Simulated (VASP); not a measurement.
# Pt (R-3m) in VASP: notebook, part 3 of 3

VASP 6.6.1. The steps go on from the part before.

### Step 5. Single point, PBEsol (15.81 Å³/atom)

This run uses another cell than the first one, of 15.81 Å³/atom.

File INCAR:

```
PREC     = Accurate       # precision mode
ENCUT    = 570            # plane-wave cutoff, eV
EDIFF    = 1E-6           # SCF threshold, eV
ISMEAR   = 0              # smearing method
SIGMA    = 0.15           # smearing width, eV
LREAL    = F              # projectors in reciprocal space
LASPH    = T              # aspherical terms in the spheres
NELM     = 120            # most SCF steps
ALGO     = Normal         # electronic algorithm
ISIF     = 2              # what is computed and relaxed
LWAVE    = F              # write WAVECAR
LCHARG   = F              # write CHGCAR
GGA      = PS             # functional
NBANDS   = 15             # bands
GGA_COMPAT= F
```

File KPOINTS:

```
Automatic mesh
0
Gamma
  22 22 22
```

File POSCAR:

```
Pt
1.0
   -2.0015319814      1.6075414637      1.6075414637
    1.6075414637     -2.0015319814      1.6075414637
    1.6075414637      1.6075414637     -2.0015319814
Pt
1
Direct
    0.0000000000      0.0000000000      0.0000000000
```

Potentials or basis: VASP PAW PBE potentials, release 64 (Pt_sv_GW).

Started as:

```sh
cat potpaw_PBE.64/Pt_sv_GW/POTCAR > POTCAR
mpirun -np 1 vasp_std > vasp.out
```

OUTCAR:

```text
PREC = Accurate
   ENCUT = 570
   EDIFF = 1E-6
   ISMEAR = 0
   LREAL = F
   LASPH = T
   NELM = 120
   ISIF = 2
   GGA = PS

 ion  position               nearest neighbor table
   1  0.000  0.000  0.000-

  LATTYP: Found a trigonal (rhomboedric) cell.
 ALAT       =     3.0289452599
 COS(alpha) =    -0.4197392560

  Lattice vectors:

 A1 = (  -2.0015319814,   1.6075414637,   1.6075414637)
 A2 = (   1.6075414637,  -2.0015319814,   1.6075414637)
[... 610 lines left out ...]
     14      31.7795      0.00000
     15      32.5162      0.00000

 [... further k-points ...]

------------------------ aborting loop because EDIFF is reached ----------------------------------------

  FORCE on cell =-STRESS in cart. coord.  units (eV):
  Direction    XX          YY          ZZ          XY          YZ          ZX
  --------------------------------------------------------------------------------------
  -------------------------------------------------------------------------------------
  Total        7.3600435      7.3600435      7.3600435      8.6364508      8.6364508      8.6364508
  in kB      746.0046130    746.0046130    746.0046130    875.3796174    875.3796174    875.3796174
  external PRESSURE =     746.0046130 kB  Pullay stress =       0.0000000 kB

 VOLUME and BASIS-vectors are now :
 -----------------------------------------------------------------------------
  energy-cutoff  :      570.00
  volume of cell :       15.81
      direct lattice vectors                 reciprocal lattice vectors
    -2.001531981  1.607541464  1.607541464     0.089956394  0.367035820  0.367035820
     1.607541464 -2.001531981  1.607541464     0.367035820  0.089956394  0.367035820
     1.607541464  1.607541464 -2.001531981     0.367035820  0.367035820  0.089956394

 POSITION                                       TOTAL-FORCE (eV/Angst)
 -----------------------------------------------------------------------------------
      0.00000      0.00000      0.00000        -0.000000      0.000000     -0.000000
 -----------------------------------------------------------------------------------
    total drift:                                0.000000      0.000000     -0.000000

  FREE ENERGIE OF THE ION-ELECTRON SYSTEM (eV)
  ---------------------------------------------------
  free  energy   TOTEN  =        -4.2752817743 eV

  energy  without entropy=       -4.2665882722  energy(sigma->0) =       -4.27093502
```

Run time: 2.2 min. Hardware: 1 thread of Intel Xeon Platinum 8259CL at 2.50GHz (Skylake/Cascade Lake), shared host; peak memory 0.38 GiB.

Results:

| Quantity | Value |
| --- | --- |
| Free energy | -4.2753 eV |
| Pressure | 74.6 GPa |
| Band gap on the k mesh | zero (bands 9 and 10 overlap by 5.21 eV) |

Stress tensor (GPa, compression positive):
```
74.60 87.54 87.54
87.54 74.60 87.54
87.54 87.54 74.60
```

Caveat: the cell stands under pressure; the PAW data sets were made with another functional, which shifts forces and pressure a little; spin-orbit coupling is left out, which moves the levels of the heavy elements.

### Step 6. Single point, PBEsol (17.02 Å³/atom)

This run uses another cell than the first one, of 17.02 Å³/atom.

File INCAR:

```
SYSTEM = Pt
PREC = Accurate ; ENCUT = 570
EDIFF = 1E-6 ; ISMEAR = 0
SIGMA = 0.15 ; LREAL = .False.
LASPH = .True. ; NELM = 120
ALGO = Normal ; ISIF = 2
LWAVE = .False. ; LCHARG = .True.
GGA = PS ; LELF = .True.
LVHAR = .True. ; NBANDS = 15
GGA_COMPAT = .False.
```

File KPOINTS:

```
regular mesh
0
Gamma
  22 22 22
  0 0 0
```

File POSCAR:

```
Pt
1.0
   -2.2714891583      1.6806450884      1.6806450884
    1.6806450884     -2.2714891583      1.6806450884
    1.6806450884      1.6806450884     -2.2714891583
Pt
1
Direct
    0.0000000000      0.0000000000      0.0000000000
```

Potentials or basis: VASP PAW PBE potentials, release 64 (Pt_sv_GW).

Started as:

```sh
cat potpaw_PBE.64/Pt_sv_GW/POTCAR > POTCAR
mpirun -np 1 vasp_std > vasp.out
```

OUTCAR:

```text
SYSTEM = Pt
   PREC = Accurate
   ENCUT = 570
   EDIFF = 1E-6
   ISMEAR = 0
   LREAL = .False.
   LASPH = .True.
   NELM = 120
   ISIF = 2
   GGA = PS

 ion  position               nearest neighbor table
   1  0.000  0.000  0.000-

  LATTYP: Found a trigonal (rhomboedric) cell.
 ALAT       =     3.2876737707
 COS(alpha) =    -0.4450602107

  Lattice vectors:

 A1 = (  -2.2714891583,   1.6806450884,   1.6806450884)
 A2 = (   1.6806450884,  -2.2714891583,   1.6806450884)
 A3 = (   1.6806450884,   1.6806450884,  -2.2714891583)
[... 612 lines left out ...]

 [... further k-points ...]

------------------------ aborting loop because EDIFF is reached ----------------------------------------

  FORCE on cell =-STRESS in cart. coord.  units (eV):
  Direction    XX          YY          ZZ          XY          YZ          ZX
  --------------------------------------------------------------------------------------
  -------------------------------------------------------------------------------------
  Total       18.5121831     18.5121831     18.5121831     18.4027723     18.4027723     18.4027723
  in kB     1742.4392056   1742.4392056   1742.4392056   1732.1410309   1732.1410309   1732.1410309
  external PRESSURE =    1742.4392056 kB  Pullay stress =       0.0000000 kB

 VOLUME and BASIS-vectors are now :
 -----------------------------------------------------------------------------
  energy-cutoff  :      570.00
  volume of cell :       17.02
      direct lattice vectors                 reciprocal lattice vectors
    -2.271489158  1.680645088  1.680645088     0.137181006  0.390208848  0.390208848
     1.680645088 -2.271489158  1.680645088     0.390208848  0.137181006  0.390208848
     1.680645088  1.680645088 -2.271489158     0.390208848  0.390208848  0.137181006

 POSITION                                       TOTAL-FORCE (eV/Angst)
 -----------------------------------------------------------------------------------
      0.00000      0.00000      0.00000         0.000000      0.000000     -0.000000
 -----------------------------------------------------------------------------------
    total drift:                                0.000000     -0.000000     -0.000000

  FREE ENERGIE OF THE ION-ELECTRON SYSTEM (eV)
  ---------------------------------------------------
  free  energy   TOTEN  =        -0.0250672993 eV

  energy  without entropy=       -0.0186106059  energy(sigma->0) =       -0.02183895
```

OSZICAR:

```text
N       E                     dE             d eps       ncg     rms          rms(c)
DAV:   1     0.164583868313E+03    0.16458E+03   -0.13353E+04 32430   0.136E+03
DAV:   2     0.204140221891E+01   -0.16254E+03   -0.15570E+03 37468   0.461E+02
DAV:   3    -0.115114426645E+01   -0.31925E+01   -0.31810E+01 35564   0.617E+01
DAV:   4    -0.115912575498E+01   -0.79815E-02   -0.79811E-02 38714   0.360E+00
DAV:   5    -0.115915591965E+01   -0.30165E-04   -0.30165E-04 35865   0.199E-01    0.122E+02
DAV:   6    -0.786815264159E-01    0.10805E+01   -0.18792E+00 37825   0.129E+01    0.742E+01
DAV:   7    -0.594970443181E-01    0.19184E-01   -0.54706E-01 39568   0.686E+00    0.114E+01
DAV:   8    -0.262720715650E-01    0.33225E-01   -0.99900E-02 36054   0.358E+00    0.277E+00
DAV:   9    -0.253296526284E-01    0.94242E-03   -0.27323E-03 36047   0.681E-01    0.103E+00
DAV:  10    -0.250672911029E-01    0.26236E-03   -0.53920E-04 38819   0.236E-01    0.146E-01
DAV:  11    -0.250676818691E-01   -0.39077E-06   -0.16580E-05 34381   0.442E-02    0.159E-02
DAV:  12    -0.250672992902E-01    0.38258E-06   -0.14181E-06 25265   0.128E-02
   1 F= -.25067299E-01 E0= -.21838953E-01  d E =-.645669E-02
```

Wall time 3.8 min (1 thread of AMD EPYC 9R45 (Zen 5), shared host); peak memory 0.39 GiB.

Results:

```yaml
Free_energy: -0.0251 eV
Pressure: 174.2 GPa
Band_gap_on_the_k_mesh: zero (bands 9 and 10 overlap by 6.93 eV)
```

Stress tensor (GPa, compression positive):
```
174.24 173.21 173.21
173.21 174.24 173.21
173.21 173.21 174.24
```

Caveat: atoms lie so close that the PAW spheres overlap strongly, which falsifies energies and pressures; the cell stands under pressure; the PAW data sets were made with another functional, which shifts forces and pressure a little; spin-orbit coupling is left out, which moves the levels of the heavy elements.

### Step 7. Summary

| cell | gap on the mesh (eV) | pressure (GPa) |
| --- | --- | --- |
| a = 3.166 Å, angles 116.4°, 1 atom | none | 278.5 |
| a = 3.449 Å, angles 117.6°, 1 atom | none | 529.9 |
| a = 2.990 Å, angles 114.8°, 1 atom | none | 95.2 |
| a = 3.029 Å, angles 114.8°, 1 atom | none | 74.6 |
| a = 3.288 Å, angles 116.4°, 1 atom | none | 174.2 |

Alike in all rows: task single point; level PBEsol; potentials or basis VASP PAW PBE potentials, release 64 (Pt_sv_GW); no spin polarisation; k mesh 22 × 22 × 22; cutoff (eV) 570; smearing gaussian 0.15 eV.

Caveats: the cell stands under pressure; the PAW data sets were made with another functional, which shifts forces and pressure a little; spin-orbit coupling is left out, which moves the levels of the heavy elements; atoms lie so close that the PAW spheres overlap strongly, which falsifies energies and pressures (at least some runs).

Total energies depend on the potentials used, so only differences within one code and one set of settings carry meaning.
